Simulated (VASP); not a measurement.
Runs of VASP 6.6.1 on AlFe3B. It takes space group Pm-3m (No. 221, cubic). The conventional cell has a = 3.822 Å, b = 3.822 Å, c = 3.822 Å, α = 90.00°, β = 90.00°, γ = 90.00°. Within 2.5 Å of Fe (site symmetry 4/mmm) lie 2 B at 1.91 Å. Within 3.6 Å of Al (site symmetry m-3m) lie 12 Fe at 2.70 Å and 8 B at 3.31 Å. B (site symmetry m-3m) has 6 Fe at 1.91 Å within 2.5 Å. 

```tsv
spin	fixed moment (μB)	pressure (GPa)	moment (μB)
collinear, ferromagnetic start	2.2	-11.4	2.20
collinear, zero start	0.0	-12.5	0.00
collinear, ferromagnetic start	4.5	(a)	4.50
collinear, ferromagnetic start	11.2	39.2	11.20
collinear, ferromagnetic start	6.8	(b)	6.80
```

Alike in all rows: task single point; level PBEsol; potentials or basis VASP PAW PBE potentials, release 64 (Fe, Al, B); cell as given; k mesh 6 × 6 × 6; cutoff (eV) 520; smearing fermi-dirac 0.05 eV.

Question: Estimate the missing entries.

Answer: (a) -5.8; (b) 4.7.

Caveats: the PAW data sets were made with another functional, which shifts forces and pressure a little; the total moment is fixed, so each spin has its own Fermi level and the state may be an excited one (at least some runs); the cell stands under tension (at least some runs); the cell stands under pressure (at least some runs); the total moment is fixed, so each spin has its own Fermi level (at least some runs).
